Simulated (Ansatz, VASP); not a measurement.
# PbO2 in VASP and in Ansatz

```xyz
3
Lattice="0.0000 2.7020 2.7020 2.7020 0.0000 2.7020 2.7020 2.7020 0.0000" Properties=species:S:1:pos:R:3 pbc="T T T"
Pb    0.0000    0.0000    0.0000
O     4.0530    4.0530    4.0530
O     1.3510    1.3510    1.3510
```

Alike in both runs: task relaxation of cell and atoms; functional revPBE; dispersion D4; k mesh 9 × 9 × 9; occupations fermi-dirac, width 0.05 eV; no spin polarisation.

|  | VASP | Ansatz |
| --- | --- | --- |
| version | VASP 6.6.1 | Ansatz 0.2.0 |
| potentials or method | VASP PAW PBE potentials, release 64 (Pb_d, O) | Ansatz PAW |
| plane-wave cutoff (eV) | 600 | 420 |
| valence electrons in the cell | 26 | 26 |

```tsv
	VASP	Ansatz	Ansatz less VASP
gap on the k mesh at the Fermi level, each at its own relaxed structure (eV)	none	none	-
relaxed volume (Å³/atom)	12.93	12.93	-0.004
relaxed cell length with the largest relative difference (Å)	3.800	3.800	-0.0004
```

VASP's potentials were made for PBE, not for revPBE. A gap of «none» marks a metal or a gap that the smearing closes.

Spin-orbit coupling is off throughout. Noted on Ansatz's run: the plane-wave basis is chosen anew once the cell has moved, so the energies of steps on either side of that aren't comparable.
